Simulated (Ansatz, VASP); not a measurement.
**One calculation of W, two programs**

```
CELL_PARAMETERS angstrom
-1.56765 1.56765 1.56765
1.56765 -1.56765 1.56765
1.56765 1.56765 -1.56765
ATOMIC_POSITIONS crystal
W 0.00000 0.00000 0.00000
```

Alike in both runs: functional LDA; k mesh 24 × 24 × 24; no spin polarisation.

Ansatz relaxed the structure, and its values are those at the end. VASP's run is a single point on that final structure, the one shown.

```csv
,VASP,Ansatz
version,VASP 6.6.1,Ansatz 0.2.0
potentials or method,"VASP PAW LDA potentials, release 64 (W_sv)","plane-wave PAW, scalar-relativistic"
plane-wave cutoff (eV),520,420
occupations,"methfessel-paxton of order 1, width 0.1 eV","cold, width 0.1 eV"
valence electrons in the cell,14,14
```

VASP gave:

| Quantity | Value |
| --- | --- |
| pressure (GPa) | 1.9 |

**Question.** Which values does Ansatz return?

**Answer.** Pressure (GPa): 0.0.

Ansatz warns that its potentials were made for another functional, while VASP's fit it. LDA's correlation is that of Perdew and Zunger in VASP and of Perdew and Wang (1992) in Ansatz.

Neither program's run includes spin-orbit coupling.
